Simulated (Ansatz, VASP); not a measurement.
## SrTiO3: VASP beside Ansatz

INCAR

```
ALGO = Normal ; EDIFF = 1E-6
ENCUT = 600 ; GGA = PE
GGA_COMPAT = False ; ISIF = 2
ISMEAR = 0 ; LASPH = True
LCHARG = False ; LREAL = False
LWAVE = False ; NBANDS = 28
NELM = 120 ; PREC = Accurate
SIGMA = 0.02
```

File KPOINTS:

```
k-points
0
Gamma
  8 8 8
```

The input POSCAR:

```
SrTiO3
1.0
    3.8965907040      0.0000000000      0.0000000000
    0.0000000000      3.8965907040      0.0000000000
    0.0000000000      0.0000000000      3.8965907040
Sr Ti O
1 1 3
Direct
    0.5000000000      0.5000000000      0.5000000000
    0.0000000000      0.0000000000      0.0000000000
    0.5000000000      0.0000000000      0.0000000000
    0.0000000000      0.5000000000      0.0000000000
    0.0000000000      0.0000000000      0.5000000000
```

Input for Ansatz:

```yaml
crystal:
  lattice:
    - [3.896590704, 0.0, 0.0]
    - [0.0, 3.896590704, 0.0]
    - [0.0, 0.0, 3.896590704]
  atoms:
    - { symbol: Sr, position: [0.5, 0.5, 0.5] }
    - { symbol: Ti, position: [0.0, 0.0, 0.0] }
    - { symbol: O, position: [0.5, 0.0, 0.0] }
    - { symbol: O, position: [0.0, 0.5, 0.0] }
    - { symbol: O, position: [0.0, 0.0, 0.5] }
basis: {}
kpoints:
  mp_grid: { grid: [8, 8, 8] }
hamiltonian:
  xc: pbe
  pseudopotentials: { kind: all_electron, lapw: {} }
scf:
  occupations: { method: gaussian, width: 0.02 }
output:
  forces: true
  stress: true
  eigenvalues: true
```

Alike in both runs: task single point; functional PBE; k mesh 8 × 8 × 8; occupations gaussian, width 0.02 eV; no spin polarisation.

|  | VASP | Ansatz |
| --- | --- | --- |
| version | VASP 6.6.1 | Ansatz 0.2.0 |
| potentials or method | VASP PAW PBE potentials, release 64 (Sr_sv, Ti_sv, O), cutoff 600 eV | scalar-relativistic, all-electron LAPW |

```tsv
	VASP	Ansatz	Ansatz less VASP
gap on the k mesh at the Fermi level (eV)	1.87	1.89	+0.025
least direct gap on the mesh (eV)	2.22	2.24	+0.016
pressure (GPa)	6.0	5.5	-0.49
```

Ansatz ran all-electron here, and VASP with PAW potentials.
